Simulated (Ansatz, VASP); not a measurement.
# Two plane-wave programs on AlN

File INCAR:

```
SYSTEM = AlN
PREC = Accurate
ENCUT = 520
EDIFF = 1E-7
ISMEAR = 0
SIGMA = 0.05
LREAL = .FALSE.
LASPH = .TRUE.
NELM = 100
ALGO = Normal
ISIF = 2
LWAVE = .FALSE.
LCHARG = .FALSE.
NBANDS = 16
```

File KPOINTS:

```
regular mesh
0
G
  9 9 6
  0 0 0
```

File POSCAR:

```
AlN
1.0
    3.0887424016      0.0000000000      0.0000000000
   -1.5443712008      2.6749293856      0.0000000000
    0.0000000000      0.0000000000      4.9437688231
Al N
2 2
Direct
    0.2949837050      0.6345162853      0.0015212672
    0.7050162950      0.3654837147      0.5015212672
    0.3675539433      0.6953554887      0.3834787328
    0.6324460567      0.3046445113      0.8834787328
```

Input for Ansatz:

```yaml
crystal:
  lattice:
    - [3.0887424016, 0.0, 0.0]
    - [-1.5443712008, 2.6749293856, 0.0]
    - [0.0, 0.0, 4.9437688231]
  atoms:
    - { symbol: Al, position: [0.294983705, 0.6345162853, 0.0015212672] }
    - { symbol: Al, position: [0.705016295, 0.3654837147, 0.5015212672] }
    - { symbol: "N", position: [0.3675539433, 0.6953554887, 0.3834787328] }
    - { symbol: "N", position: [0.6324460567, 0.3046445113, 0.8834787328] }
basis:
  ecutwfc: 520.0
kpoints:
  mp_grid: { grid: [9, 9, 6] }
hamiltonian:
  xc: lda
scf:
  occupations: { method: gaussian, width: 0.05 }
output:
  forces: true
  stress: true
  eigenvalues: true
```

Change from the starting cell: mode 4 frozen in at -0.069 Å and mode 5 at -0.086 Å (largest displacements).

Alike in both runs: task single point; functional LDA; k mesh 9 × 9 × 6; occupations gaussian, width 0.05 eV; no spin polarisation.

|  | VASP | Ansatz |
| --- | --- | --- |
| version | VASP 6.6.1 | Ansatz 0.2.0 |
| potentials or method | VASP PAW LDA potentials, release 64 (Al, N), cutoff 520 eV | scalar-relativistic, plane waves, PAW |
| valence electrons in the cell | 16 | 16 |

```tsv
	VASP	Ansatz	Ansatz less VASP
gap on the k mesh at the Fermi level (eV)	4.28	4.27	-0.005
least direct gap on the mesh (eV)	4.28	4.27	-0.005
pressure (GPa)	0.3	-0.3	-0.61
traceless stress, the component that is largest in VASP (GPa)	-0.84	-0.85	-0.015
rms of the force components (eV/Å)	0.294	0.294	-0.0001
```

LDA's correlation is that of Perdew and Zunger in VASP and of Perdew and Wang (1992) in Ansatz. Atom by atom the forces differ by 0.003 eV/Å (rms over components).
